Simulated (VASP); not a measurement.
Write the native input for VASP 6.6.1 that does the following.

```yaml
Task: single point
Functional: PBEsol
Potentials_or_basis: VASP PAW PBE potentials, release 64 (Ba_sv)
Cutoff: 520 eV
k_mesh: 14 × 14 × 14
Occupations: gaussian, width 0.15 eV
Spin: no spin polarisation
Dipole_correction: no
Further_INCAR_settings: ALGO = Fast; EDIFF = 1e-06; NBANDS = 11
```

The structure of Ba lies in POSCAR:

```
Ba
1.0
   -2.5625000000      2.5625000000      2.5625000000
    2.5625000000     -2.5625000000      2.5625000000
    2.5625000000      2.5625000000     -2.5625000000
Ba
1
Direct
    0.0000000000      0.0000000000      0.0000000000
```

This cell differs from its parent crystal: strain +0.025 along x and y, +0.025 along z.

The input as run:

INCAR

```
SYSTEM = Ba
ALGO = Fast
EDIFF = 1E-6
ENCUT = 520
GGA = PS
ISIF = 2
ISMEAR = 0
LASPH = .True.
LCHARG = .True.
LELF = .True.
LREAL = .False.
LVHAR = .True.
LWAVE = .False.
NBANDS = 11
NELM = 100
PREC = Accurate
SIGMA = 0.15
```

KPOINTS

```
k-points
0
Gamma
  14 14 14
  0 0 0
```

Potentials or basis: VASP PAW PBE potentials, release 64 (Ba_sv).

The run is started by

```console
$ cat potpaw_PBE.64/Ba_sv/POTCAR > POTCAR
$ mpirun -np 1 vasp_std > vasp.out
```

It gave:

| Property | Result |
| --- | --- |
| Pressure | -1.1 GPa |
| Band gap on the k mesh | zero (bands 5 and 6 overlap by 0.81 eV) |

Caveat: the cell differs from its parent crystal (strain +0.025 along x and y, +0.025 along z); the PAW data sets were made with another functional, which shifts forces and pressure a little; spin-orbit coupling is left out, which moves the levels of the heavy elements.

Run time: 55 s on 1 thread of Intel(R) Xeon(R) Platinum 8259CL CPU @ 2.50GHz (Skylake/Cascade Lake) (shared host), peak memory 0.25 GiB.
